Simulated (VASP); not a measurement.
Runs of VASP 6.6.1 on Ni. The structure is that of space group P6/mmm (No. 191), or close to it. The cells are those of the table. 

| task | cell | k mesh | cutoff (eV) | gap on the mesh (eV) | pressure (GPa) | moment (μB) |
| --- | --- | --- | --- | --- | --- | --- |
| single point | a = 3.987, b = 3.987, c = 2.424 Å, angles 90.0, 90.0, 120.0°, 3 atoms | 6 × 6 × 6 | 520 | none | -0.1 | 1.93 |
| single point | a = 3.987, b = 3.987, c = 2.422 Å, angles 90.0, 90.0, 120.0°, 3 atoms | 6 × 6 × 6 | 520 | none | 0.0 | 1.93 |
| single point | a = 4.113, b = 4.113, c = 2.521 Å, angles 90.0, 90.0, 120.0°, 3 atoms | 6 × 6 × 8 | 520 | none | (b) | (a) |
| single point | a = 3.990, b = 3.990, c = 2.418 Å, angles 90.0, 90.0, 120.0°, 3 atoms | 15 × 15 × 18 | 520 | none | -0.1 | 1.86 |
| relaxation of cell and atoms | relaxed from a = 3.457, b = 3.457, c = 2.947 Å, angles 90.0, 90.0, 120.0°, 3 atoms | 6 × 6 × 6 | 600 | none | -0.1 | 0.00 |

Alike in all rows: level PBE; potentials or basis VASP PAW PBE potentials, release 64 (Ni); spin collinear, ferromagnetic start; smearing gaussian 0.1 eV.

Problem. Fill in the values left out.

Solution. (a) 2.06; (b) -14.6.

Caveats: some runs use coarse meshes.

A gap of «none» marks levels without a gap at the run's occupations.
